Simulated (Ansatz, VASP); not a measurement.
HgH3 in VASP and in Ansatz

Contents of INCAR:

```
  PREC = Accurate
  ENCUT = 600
  EDIFF = 1E-6
  ISMEAR = 0
  SIGMA = 0.1
  LREAL = F
  LASPH = T
  NELM = 80
  ALGO = Normal
  ISIF = 3
  LWAVE = F
  LCHARG = F
  GGA = PE
  IBRION = 2
  NSW = 100
  EDIFFG = -0.01
```

Contents of KPOINTS:

```
Automatic mesh
0
Gamma
  12 12 12
```

POSCAR

```
HgH3
1.0
    3.7208735160      0.0000000000      0.0000000000
   -1.8604367580      3.2223709891      0.0000000000
    0.0000000000      0.0000000000      3.7076072543
Hg H
1 3
Direct
    0.0000000000      0.0000000000      0.0000000000
    0.3333333333      0.6666666667      0.0000000000
    0.6666666667      0.3333333333      0.0000000000
    0.0000000000      0.0000000000      0.5000000000
```

Input for Ansatz:

```yaml
crystal:
  lattice:
    - [3.720873516, 0.0, 0.0]
    - [-1.860436758, 3.2223709891, 0.0]
    - [0.0, 0.0, 3.7076072543]
  atoms:
    - { symbol: Hg, position: [0.0, 0.0, 0.0] }
    - { symbol: H, position: [0.3333333333, 0.6666666667, 0.0] }
    - { symbol: H, position: [0.6666666667, 0.3333333333, 0.0] }
    - { symbol: H, position: [0.0, 0.0, 0.5] }
basis:
  ecutwfc: 420
kpoints:
  mp_grid: { grid: [12, 12, 12] }
hamiltonian:
  xc: pbe
scf:
  occupations: { method: gaussian, width: 0.1 }
output:
  forces: true
  stress: true
  eigenvalues: true
relax:
  adjacent_minimum: "off"
  f_tol: 0.01
  max_steps: 80
  cell: { stress_tol: 0.05 }
```

Alike in both runs: task relaxation of cell and atoms; functional PBE; k mesh 12 × 12 × 12; occupations gaussian, width 0.1 eV; no spin polarisation.

```csv
,VASP,Ansatz
version,VASP 6.6.1,Ansatz 0.2.0
potentials or method,"VASP PAW PBE potentials, release 64 (Hg, H), cutoff 600 eV","scalar-relativistic, plane waves, PAW"
valence electrons in the cell,15,23
```

```tsv
	VASP	Ansatz	Ansatz less VASP
gap on the k mesh at the Fermi level, each at its own relaxed structure (eV)	none	none	-
relaxed volume (Å³/atom)	11.10	11.05	-0.057
relaxed cell length with the largest relative difference (Å)	3.725	3.711	-0.0139
```

A gap of «none» marks a metal or a gap that the smearing closes. VASP's potentials hold 15 valence electrons a cell and Ansatz's 23, so a difference there can come from the potentials and not from the codes.

Neither program's run includes spin-orbit coupling.
